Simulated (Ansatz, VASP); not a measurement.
# Two plane-wave programs on Au

```
CELL_PARAMETERS angstrom
2.91696 0.00000 0.00000
-1.45848 2.52616 0.00000
0.00000 0.00000 4.89003
ATOMIC_POSITIONS crystal
Au 0.33333 0.66667 0.75000
Au 0.66667 0.33333 0.25000
```

Alike in both runs: task single point; functional PBE; k mesh 18 × 18 × 10; occupations gaussian, width 0.15 eV; no spin polarisation.

|  | VASP | Ansatz |
| --- | --- | --- |
| version | VASP 6.6.1 | Ansatz 0.2.0 |
| potentials or method | VASP PAW PBE potentials, release 64 (Au), cutoff 500 eV | scalar-relativistic, plane waves, PAW |
| valence electrons in the cell | 22 | 38 |

VASP gave:

* gap on the k mesh at the Fermi level (eV): none
* pressure (GPa): -0.2

**Question.** Which values does Ansatz return?

**Answer.** gap on the k mesh at the Fermi level (eV): none; pressure (GPa): 0.0.

A gap of «none» marks a metal or a gap that the smearing closes. With one functional, cell and mesh, what is left measures potentials, basis and numerics. VASP's potentials hold 22 valence electrons a cell and Ansatz's 38, so a difference there can come from the potentials and not from the codes.

Spin-orbit coupling is off throughout.
